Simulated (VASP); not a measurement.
A run of VASP 6.6.1:

File INCAR:

```
SYSTEM = SnSe
ALGO = Normal ; EDIFF = 1E-8
ENCUT = 520 ; ISIF = 2
ISMEAR = -1 ; LASPH = .True.
LCHARG = .False. ; LEFG = .True.
LREAL = .False. ; LWAVE = .False.
NBANDS = 17 ; NELM = 60
PREC = Accurate ; SIGMA = 0.02
```

File KPOINTS:

```
k-points
0
Gamma
  9 9 9
  0 0 0
```

The input POSCAR:

```
SnSe
1.0
    0.0000000000      3.0299343558      3.0299343558
    3.0299343558      0.0000000000      3.0299343558
    3.0299343558      3.0299343558      0.0000000000
Sn Se
1 1
Direct
    0.0000000000      0.0000000000      0.0000000000
    0.5000000000      0.5000000000      0.5000000000
```

Potentials or basis: VASP PAW LDA potentials, release 64 (Sn_d, Se).

Command:

```bash
$ cat potpaw_LDA.64/Sn_d/POTCAR potpaw_LDA.64/Se/POTCAR > POTCAR
$ mpirun -np 1 vasp_std > vasp.out
```

Hardware: 1 thread of Intel Xeon 6975P-C, with other jobs on the host.

Problem. Estimate the wall time of this run.

Solution. It took 12 s on 1 thread of Intel Xeon 6975P-C (shared host), peak memory 0.17 GiB. Counts: scf iterations 13, k points 35.
